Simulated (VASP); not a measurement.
# Pt in VASP: a series of runs

Pt is run at these levels: LDA; tasks: single point.

All numbers are computed with VASP 6.6.1; they aren't measurements. Logs are shortened: lines on timing, memory, paths and dates and some standing lists are left out, and cuts for length are marked.

## Step 1: The cell of the first run

Symmetry: P2_1/m, No. 11, monoclinic system. Conventional cell: a = 2.686 Å, b = 4.639 Å, c = 2.686 Å, α = 90.00°, β = 120.00°, γ = 90.00°. Pt (site symmetry m) has 12 Pt at 2.69 to 2.84 Å within 3.5 Å.

## Step 2: Single point, LDA

INCAR reads:

```
PREC = Accurate
ENCUT = 520
EDIFF = 1E-7
ISMEAR = 0
SIGMA = 0.15
LREAL = F
LASPH = T
NELM = 80
ALGO = Fast
ISIF = 2
LWAVE = F
LCHARG = F
NBANDS = 17
```

KPOINTS reads:

```
Automatic mesh
0
Gamma
  18 18 10
```

POSCAR reads:

```
Pt
1.0
    2.6857160603      0.0000000000      0.0000000000
   -1.3428580301      2.3258983356      0.0000000000
    0.0000000000      0.0000000000      4.6385750967
Pt
2
Direct
    0.6490534533      0.3333333333      0.7500000000
    0.3509465467      0.6666666667      0.2500000000
```

Potentials or basis: VASP PAW LDA potentials, release 64 (Pt).

On the command line:

```console
$ cat potpaw_LDA.64/Pt/POTCAR > POTCAR
$ mpirun -np 1 vasp_std > vasp.out
```

OUTCAR:

```text
PREC = Accurate
   ENCUT = 520
   EDIFF = 1E-7
   ISMEAR = 0
   LREAL = F
   LASPH = T
   NELM = 80
   ISIF = 2

 ion  position               nearest neighbor table
   1  0.649  0.333  0.750-   2 2.75   2 2.75   2 2.79   2 2.79   2 2.84   2 2.84
   2  0.351  0.667  0.250-   1 2.75   1 2.75   1 2.79   1 2.79   1 2.84   1 2.84

  LATTYP: Found a hexagonal cell.
 ALAT       =     2.6857160603
 C/A-ratio  =     1.7271278842

  Lattice vectors:

 A1 = (   2.6857160603,   0.0000000000,   0.0000000000)
 A2 = (  -1.3428580301,   2.3258983356,   0.0000000000)
 A3 = (   0.0000000000,   0.0000000000,   4.6385750967)

Analysis of symmetry for initial positions (statically):
=====================================================================
 Subroutine PRICEL returns:
 Original cell was already a primitive cell.

 Routine SETGRP: Setting up the symmetry group for a
 hexagonal supercell.

 Subroutine GETGRP returns: Found  4 space group operations
 (whereof  2 operations were pure point group operations)
 out of a pool of 24 trial point group operations.

The static configuration has the point symmetry S_2 .
 The point group associated with its full space group is C_2h.

Analysis of symmetry for dynamics (positions and initial velocities):
=====================================================================
 Subroutine PRICEL returns:
 Original cell was already a primitive cell.

 Routine SETGRP: Setting up the symmetry group for a
 hexagonal supercell.

 Subroutine GETGRP returns: Found  4 space group operations
 (whereof  2 operations were pure point group operations)
 out of a pool of 24 trial point group operations.

The dynamic configuration has the point symmetry S_2 .
 The point group associated with its full space group is C_2h.

 Subroutine INISYM returns: Found  4 space group operations
 (whereof  2 operations are pure point group operations),
 and found     1 'primitive' translations

----------------------------------------------------------------------------------------

                                     Primitive cell

  volume of cell :      28.9758

  direct lattice vectors                    reciprocal lattice vectors
     2.685716060  0.000000000  0.000000000     0.372340180  0.214970703  0.000000000
    -1.342858030  2.325898336  0.000000000     0.000000000  0.429941406  0.000000000
     0.000000000  0.000000000  4.638575097     0.000000000  0.000000000  0.215583445

  length of vectors
     2.685716060  2.685716060  4.638575097     0.429941406  0.429941406  0.215583445

  position of ions in fractional coordinates (direct lattice)
     0.649053453  0.333333333  0.750000000
     0.350946547  0.666666667  0.250000000

  ion indices of the primitive-cell ions
   primitive index   ion index
                 1           1
                 2           2

----------------------------------------------------------------------------------------

 KPOINTS: Automatic mesh

Automatic generation of k-mesh.
 Grid dimensions read from file:
 generate k-points for:   18   18   10

 Generating k-lattice:

  Cartesian coordinates                     Fractional coordinates (reciprocal lattice)
     0.020685566  0.011942817  0.000000000     0.055555556  0.000000000  0.000000000
     0.000000000  0.023885634  0.000000000     0.000000000  0.055555556  0.000000000
     0.000000000  0.000000000  0.021558345     0.000000000  0.000000000  0.100000000

  Length of vectors
     0.023885634  0.023885634  0.021558345

  Shift w.r.t. Gamma in fractional coordinates (k-lattice)
     0.000000000  0.000000000  0.000000000

 Subroutine IBZKPT returns following result:
 ===========================================

 Found    984 irreducible k-points:

 Following reciprocal coordinates:
            Coordinates               Weight
  0.000000  0.000000  0.000000      1.000000
  0.055556  0.000000  0.000000      2.000000
  0.000000  0.055556  0.000000      2.000000
 -0.055556  0.055556  0.000000      2.000000
  0.111111  0.000000  0.000000      2.000000
  0.000000  0.111111  0.000000      2.000000
[... 42 lines left out ...]
  ext. energy  EPLUGINS =         0.00000000
  ---------------------------------------------------
  free energy    TOTEN  =       -14.87730891 eV

  energy without entropy =      -14.84058140  energy(sigma->0) =      -14.85894515

 E-fermi :  11.9139     XC(G=0): -13.9166

 val. band max:       11.9135155179   @ k =  -0.0556   0.4444   0.1000
 cond. band min:      11.9144191964   @ k =  -0.3889   0.2222   0.4000
 fundamental gap:      0.0009036785
 Fermi energy:        11.9138547716

 k-point     1 :       0.0000    0.0000    0.0000
  band No.  band energies     occupation
      1       1.2326      2.00000
      2       3.9539      2.00000
      3       7.3518      2.00000
      4       7.9227      2.00000
      5       8.0079      2.00000
      6       8.3475      2.00000
[... 9 lines left out ...]
     16      29.1065      0.00000
     17      33.4157      0.00000

 k-point     2 :       0.0556    0.0000    0.0000
  band No.  band energies     occupation
      1       1.3539      2.00000
      2       4.0651      2.00000
      3       7.3518      2.00000
      4       7.9842      2.00000
      5       8.0310      2.00000
      6       8.2854      2.00000
[... 9 lines left out ...]
     16      29.2807      0.00000
     17      32.8624      0.00000

 k-point     3 :       0.0000    0.0556    0.0000
  band No.  band energies     occupation
      1       1.3545      2.00000
      2       4.0678      2.00000
      3       7.3458      2.00000
      4       7.9350      2.00000
      5       8.0772      2.00000
      6       8.3170      2.00000
[... 9 lines left out ...]
     16      29.3046      0.00000
     17      32.7273      0.00000

 k-point     4 :      -0.0556    0.0556    0.0000
  band No.  band energies     occupation
      1       1.3550      2.00000
      2       4.0699      2.00000
      3       7.3364      2.00000
      4       7.9099      2.00000
      5       8.0999      2.00000
      6       8.3988      2.00000
[... 9 lines left out ...]
     16      29.3218      0.00000
     17      32.9257      0.00000
[... 343 lines left out ...]
      1       4.5958      2.00000
      2       4.9182      2.00000
      3       5.8249      2.00000
      4       7.7216      2.00000
      5       7.9354      2.00000
      6       8.4848      2.00000
[... 9 lines left out ...]
     16      25.5862      0.00000
     17      25.8740      0.00000

 k-point    23 :       0.4444    0.0000    0.0000
  band No.  band energies     occupation
      1       4.5414      2.00000
      2       4.6588      2.00000
      3       5.3296      2.00000
      4       8.2348      2.00000
      5       8.3342      2.00000
      6       8.4070      2.00000
[... 9 lines left out ...]
     16      24.4429      0.00000
     17      25.9471      0.00000

 k-point    24 :       0.0000    0.4444    0.0000
  band No.  band energies     occupation
      1       4.6029      2.00000
      2       4.7511      2.00000
      3       5.4561      2.00000
      4       8.0624      2.00000
      5       8.2699      2.00000
      6       8.3621      2.00000
[... 9 lines left out ...]
     16      24.4933      0.00000
     17      25.6895      0.00000

 [... further k-points ...]
[... 5 lines left out ...]
  --------------------------------------------------------------------------------------
  -------------------------------------------------------------------------------------
  Total        1.7817817      1.7078457      1.4756365     -0.0815610      0.0000000      0.0000000
  in kB       98.5211953     94.4330007     81.5933117     -4.5098024      0.0000000      0.0000000
  external PRESSURE =      91.5158359 kB  Pullay stress =       0.0000000 kB

 VOLUME and BASIS-vectors are now :
 -----------------------------------------------------------------------------
  energy-cutoff  :      520.00
  volume of cell :       28.98
      direct lattice vectors                 reciprocal lattice vectors
     2.685716060  0.000000000  0.000000000     0.372340180  0.214970703  0.000000000
    -1.342858030  2.325898336  0.000000000     0.000000000  0.429941406  0.000000000
     0.000000000  0.000000000  4.638575097     0.000000000  0.000000000  0.215583445

 POSITION                                       TOTAL-FORCE (eV/Angst)
 -----------------------------------------------------------------------------------
      1.29555      0.77530      3.47893         0.003947     -0.033076      0.000000
      0.04730      1.55060      1.15964        -0.003947      0.033076      0.000000
 -----------------------------------------------------------------------------------
    total drift:                               -0.000000      0.000000      0.000000

  FREE ENERGIE OF THE ION-ELECTRON SYSTEM (eV)
  ---------------------------------------------------
  free  energy   TOTEN  =       -14.8773089057 eV

  energy  without entropy=      -14.8405814014  energy(sigma->0) =      -14.85894515
```

It took 20 min on 1 thread of AMD EPYC 7R13, shared host; peak memory 0.45 GiB.

What came out:

| Quantity | Value |
| --- | --- |
| Free energy | -14.8773 eV |
| Pressure | 9.2 GPa |
| Largest force | 0.033 eV/Å |
| Band gap on the k mesh | zero (band 10 reaches 12.53 eV, above the bottom of band 11 at 11.06 eV) |

Forces on the atoms (eV/Å):
```
Pt   0.004 -0.033  0.000
Pt  -0.004  0.033  0.000
```

Levels at points of the mesh, in eV from the Fermi level:
```tsv
k point	band 7	band 8	band 9	band 10	band 11	band 12	band 13	band 14
(0.00, 0.00, 0.00)	-3.45	-2.33	-1.88	-1.08	-0.47	-0.05	5.33	14.89
(0.50, 0.00, 0.00)	-2.80	0.06	0.38	0.53	2.22	4.21	7.42	8.70
(0.00, 0.50, 0.00)	-3.06	-0.01	0.33	0.57	2.43	4.03	7.69	9.27
(0.50, 0.50, 0.00)	-3.33	0.01	0.29	0.61	2.64	3.85	7.99	9.86
(0.00, 0.00, 0.50)	-3.91	-3.91	-0.99	-0.99	-0.85	-0.85	12.59	12.59
(0.50, 0.00, 0.50)	-1.36	-1.36	0.47	0.47	1.94	1.94	6.90	6.90
(0.00, 0.50, 0.50)	-1.04	-1.04	0.47	0.47	1.68	1.68	7.10	7.10
(0.50, 0.50, 0.50)	-0.77	-0.77	0.46	0.46	1.42	1.42	7.29	7.29
```

Caveat: spin-orbit coupling is left out, which moves the levels of the heavy elements.

## Step 3: Single point, LDA

This run uses another cell than the first one, of 14.85 Å³/atom, 1.025 times its volume.

INCAR reads:

```
ALGO = Fast
EDIFF = 1E-6
ENCUT = 520
GGA = CA
ISIF = 2
ISMEAR = 0
LASPH = True
LCHARG = False
LREAL = False
LWAVE = False
NBANDS = 17
NELM = 80
PREC = Accurate
SIGMA = 0.15
```

KPOINTS reads:

```
k-points
0
Gamma
  18 18 10
```

POSCAR reads:

```
Pt
1.0
    2.7081940711      0.0000000000      0.0000000000
   -1.3540970355      2.3453648639      0.0000000000
    0.0000000000      0.0000000000      4.6773974959
Pt
2
Direct
    0.6490534533      0.3333333333      0.7500000000
    0.3509465467      0.6666666667      0.2500000000
```

Potentials or basis: VASP PAW LDA potentials, release 64 (Pt).

On the command line:

```console
$ cat potpaw_LDA.64/Pt/POTCAR > POTCAR
$ mpirun -np 1 vasp_std > vasp.out
```

It took 15 min on 1 thread of AMD EPYC 7R13, shared host; peak memory 0.45 GiB.

Results (log left out):

| Item | Value |
| --- | --- |
| Free energy | -14.9006 eV |
| Pressure | 1.0 GPa |
| Largest force | 0.031 eV/Å |
| Band gap on the k mesh | zero (band 10 reaches 11.99 eV, above the bottom of band 11 at 10.59 eV) |

Forces on the atoms (eV/Å):
```
Pt  -0.005 -0.031  0.000
Pt   0.005  0.031  0.000
```

Stress tensor (GPa, compression positive):
```
 1.38 -0.33  0.00
-0.33  1.00  0.00
 0.00  0.00  0.66
```

Levels at points of the mesh, in eV from the Fermi level:
```csv
k point,band 6,band 7,band 8,band 9,band 10,band 11,band 12,band 13,band 14,band 15
"(0.00, 0.00, 0.00)",-3.43,-3.31,-2.23,-1.80,-0.97,-0.45,-0.05,5.15,14.96,15.70
"(0.50, 0.00, 0.00)",-3.28,-2.67,0.06,0.35,0.50,2.17,4.12,7.29,8.58,10.41
"(0.00, 0.50, 0.00)",-3.28,-2.93,-0.01,0.31,0.54,2.38,3.94,7.55,9.15,10.06
"(0.50, 0.50, 0.00)",-3.22,-3.19,0.01,0.27,0.58,2.58,3.76,7.85,9.71,9.72
"(0.00, 0.00, 0.50)",-3.81,-3.76,-3.76,-0.95,-0.95,-0.81,-0.81,12.43,12.43,15.50
"(0.50, 0.00, 0.50)",-2.06,-1.28,-1.28,0.45,0.45,1.93,1.93,6.70,6.70,14.80
"(0.00, 0.50, 0.50)",-2.03,-0.98,-0.98,0.44,0.44,1.68,1.68,6.90,6.90,14.39
"(0.50, 0.50, 0.50)",-1.99,-0.71,-0.71,0.44,0.44,1.43,1.43,7.08,7.08,14.09
```

Caveat: spin-orbit coupling is left out, which moves the levels of the heavy elements.

## Step 4: Single point, LDA

This run uses another cell than the first one, of 13.77 Å³/atom, 0.950 times its volume.

INCAR reads:

```
PREC = Accurate
ENCUT = 520
EDIFF = 1E-6
ISMEAR = 0
SIGMA = 0.15
LREAL = False
LASPH = True
NELM = 80
ALGO = Normal
ISIF = 2
LWAVE = False
LCHARG = False
NBANDS = 17
```

KPOINTS reads:

```
regular mesh
0
Gamma
  18 18 10
```

POSCAR reads:

```
Pt
1.0
    2.6404892193      0.0000000000      0.0000000000
   -1.3202446096      2.2867307423      0.0000000000
    0.0000000000      0.0000000000      4.5604625585
Pt
2
Direct
    0.6666666667      0.3333333333      0.7500000000
    0.3333333333      0.6666666667      0.2500000000
```

On the command line:

```console
$ cat potpaw_LDA.64/Pt/POTCAR > POTCAR
$ mpirun -np 1 vasp_std > vasp.out
```

Wall time 29 s (1 thread of Intel Xeon 6975P-C (Granite Rapids), shared host); peak memory 0.19 GiB.

The run converged. Its results:

| Property | Result |
| --- | --- |
| Free energy | -14.7085 eV |
| Pressure | 29.3 GPa |
| Band gap on the k mesh | zero (band 10 reaches 13.62 eV, above the bottom of band 11 at 11.99 eV) |

Stress tensor (GPa, compression positive):
```
30.71  0.00  0.00
 0.00 30.71  0.00
 0.00  0.00 26.38
```

Levels at points of the mesh, in eV from the Fermi level:
```tsv
k point	band 6	band 7	band 8	band 9	band 10	band 11	band 12	band 13	band 14	band 15
(0.00, 0.00, 0.00)	-3.81	-3.81	-2.30	-2.30	-1.32	-0.27	-0.27	5.71	14.74	15.59
(0.50, 0.00, 0.00)	-3.66	-3.34	0.07	0.38	0.64	2.56	4.24	8.00	9.54	10.79
(0.00, 0.00, 0.50)	-4.28	-4.28	-4.28	-0.99	-0.99	-0.99	-0.99	12.89	12.89	15.49
(0.50, 0.00, 0.50)	-2.31	-1.22	-1.22	0.53	0.53	1.68	1.68	7.53	7.53	14.75
```

Caveat: spin-orbit coupling is left out, which moves the levels of the heavy elements.

## Step 5: Single point, LDA

This run uses another cell than the first one, of 14.12 Å³/atom, 0.975 times its volume.

INCAR reads:

```
PREC = Accurate
ENCUT = 520
EDIFF = 1E-7
ISMEAR = 0
SIGMA = 0.15
LREAL = F
LASPH = T
NELM = 80
ALGO = Normal
ISIF = 2
LWAVE = F
LCHARG = F
GGA = CA
NBANDS = 17
```

KPOINTS is that of step 4.

POSCAR reads:

```
Pt
1.0
    2.6629672301      0.0000000000      0.0000000000
   -1.3314836150      2.3061972707      0.0000000000
    0.0000000000      0.0000000000      4.5992849577
Pt
2
Direct
    0.6666666667      0.3333333333      0.7500000000
    0.3333333333      0.6666666667      0.2500000000
```

On the command line:

```console
$ cat potpaw_LDA.64/Pt/POTCAR > POTCAR
$ mpirun -np 1 vasp_std > vasp.out
```

Run time: 31 s. Hardware: 1 thread of Intel Xeon 6975P-C (Granite Rapids), shared host; peak memory 0.2 GiB.

Results (log left out):

| Quantity | Value |
| --- | --- |
| Free energy | -14.8144 eV |
| Pressure | 18.5 GPa |
| Band gap on the k mesh | zero (band 10 reaches 13.05 eV, above the bottom of band 11 at 11.49 eV) |

Stress tensor (GPa, compression positive):
```
19.56  0.00  0.00
 0.00 19.56  0.00
 0.00  0.00 16.52
```

Levels at points of the mesh, in eV from the Fermi level:
| k point | band 8 | band 9 | band 10 | band 11 | band 12 | band 13 |
| --- | --- | --- | --- | --- | --- | --- |
| (0.00, 0.00, 0.00) | -2.21 | -2.21 | -1.20 | -0.26 | -0.26 | 5.51 |
| (0.50, 0.00, 0.00) | 0.06 | 0.35 | 0.61 | 2.50 | 4.13 | 7.84 |
| (0.00, 0.00, 0.50) | -4.11 | -0.95 | -0.95 | -0.95 | -0.95 | 12.75 |
| (0.50, 0.00, 0.50) | -1.14 | 0.50 | 0.50 | 1.68 | 1.68 | 7.31 |

Caveat: spin-orbit coupling is left out, which moves the levels of the heavy elements.

## Step 6: Single point, LDA

INCAR reads:

```
SYSTEM = Pt
PREC     = Accurate       ! precision mode
ENCUT    = 520            ! plane-wave cutoff, eV
EDIFF    = 1E-7           ! SCF threshold, eV
ISMEAR   = 0              ! smearing method
SIGMA    = 0.15           ! smearing width, eV
LREAL    = .False.        ! projectors in reciprocal space
LASPH    = .True.         ! aspherical terms in the spheres
NELM     = 80             ! most SCF steps
ALGO     = Fast           ! electronic algorithm
ISIF     = 2              ! what is computed and relaxed
LWAVE    = .False.        ! write WAVECAR
LCHARG   = .False.        ! write CHGCAR
NBANDS   = 17             ! bands
```

KPOINTS reads:

```
regular mesh
0
Gamma
  18 18 10
  0 0 0
```

POSCAR reads:

```
Pt
1.0
    2.6857160603      0.0000000000      0.0000000000
   -1.3428580301      2.3258983356      0.0000000000
    0.0000000000      0.0000000000      4.6385750967
Pt
2
Direct
    0.6666666667      0.3333333333      0.7500000000
    0.3333333333      0.6666666667      0.2500000000
```

Potentials or basis: VASP PAW LDA potentials, release 64 (Pt).

On the command line:

```console
$ cat potpaw_LDA.64/Pt/POTCAR > POTCAR
$ mpirun -np 1 vasp_std > vasp.out
```

Run time: 47 s. Hardware: 1 thread of Intel Xeon 6975P-C (Granite Rapids), shared host; peak memory 0.2 GiB.

The run converged. Its results:

```
Free energy            : -14.8774 eV
Pressure               : 9.0 GPa
Band gap on the k mesh : zero (band 10 reaches 12.49 eV, above the bottom of band 11 at 11.00 eV)
```

Stress tensor (GPa, compression positive):
```
9.68 0.00 0.00
0.00 9.68 0.00
0.00 0.00 7.78
```

Levels at points of the mesh, in eV from the Fermi level:
```csv
k point,band 7,band 8,band 9,band 10,band 11,band 12,band 13,band 14
"(0.00, 0.00, 0.00)",-3.52,-2.11,-2.11,-1.08,-0.25,-0.25,5.32,14.90
"(0.50, 0.00, 0.00)",-3.06,0.05,0.33,0.58,2.44,4.03,7.70,9.27
"(0.00, 0.00, 0.50)",-3.95,-3.95,-0.91,-0.91,-0.91,-0.91,12.60,12.60
"(0.50, 0.00, 0.50)",-1.07,-1.07,0.47,0.47,1.68,1.68,7.10,7.10
```

Caveat: spin-orbit coupling is left out, which moves the levels of the heavy elements.

## Step 7: Summary

| cell | gap on the mesh (eV) | pressure (GPa) |
| --- | --- | --- |
| a = 2.686, b = 2.686, c = 4.639 Å, angles 90.0, 90.0, 120.0°, 2 atoms | none | 9.0 |
| a = 2.708, b = 2.708, c = 4.677 Å, angles 90.0, 90.0, 120.0°, 2 atoms | none | 1.0 |
| a = 2.640, b = 2.640, c = 4.560 Å, angles 90.0, 90.0, 120.0°, 2 atoms | none | 29.3 |
| a = 2.663, b = 2.663, c = 4.599 Å, angles 90.0, 90.0, 120.0°, 2 atoms | none | 18.5 |

Some of these runs hold the atoms at other places in the same cell, which the table doesn't show; runs alike in all that it shows share one row.

Alike in all rows: task single point; level LDA; potentials or basis VASP PAW LDA potentials, release 64 (Pt); no spin polarisation; k mesh 18 × 18 × 10; cutoff (eV) 520; smearing gaussian 0.15 eV.

Caveats: spin-orbit coupling is left out, which moves the levels of the heavy elements.

Total energies depend on the potentials used, so only differences within one code and one set of settings carry meaning.
